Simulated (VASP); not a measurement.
Here is a VASP 6.6.1 calculation.

Contents of INCAR:

```
SYSTEM = Na4Au
PREC = Accurate
ENCUT = 520
EDIFF = 1E-6
ISMEAR = 0
SIGMA = 0.1
LREAL = .False.
LASPH = .True.
NELM = 80
ALGO = Fast
ISIF = 2
LWAVE = .False.
LCHARG = .False.
GGA = PE
NBANDS = 28
```

File KPOINTS:

```
regular mesh
0
Gamma
  8 8 8
  0 0 0
```

File POSCAR:

```
Na4Au
1.0
   -3.5019721000      3.5019721000      3.2075517000
    3.5019721000     -3.5019721000      3.2075517000
    3.5019721000      3.5019721000     -3.2075517000
Na Au
4 1
Direct
    0.9278730000      0.0721270000      0.5000000000
    0.4278730000      0.9278730000      0.8557460000
    0.0721270000      0.5721270000      0.1442540000
    0.5721270000      0.4278730000      0.5000000000
    0.0000000000      0.0000000000      0.0000000000
```

Potentials or basis: VASP PAW PBE potentials, release 64 (Na_pv, Au).

Launch:

```console
$ cat potpaw_PBE.64/Na_pv/POTCAR potpaw_PBE.64/Au/POTCAR > POTCAR
$ mpirun -np 1 vasp_std > vasp.out
```

Q: Estimate the band gap on the k mesh.

A: Zero (an odd number of electrons rules out a gap without spin polarisation).

Q: Estimate the pressure.

A: 0.0 GPa.

Forces on the atoms (eV/Å):
```
Na   0.002 -0.002  0.000
Na  -0.002 -0.002  0.000
Na   0.002  0.002  0.000
Na  -0.002  0.002  0.000
Au   0.000  0.000  0.000
```

Caveat: spin-orbit coupling is left out, which moves the levels of the heavy elements.
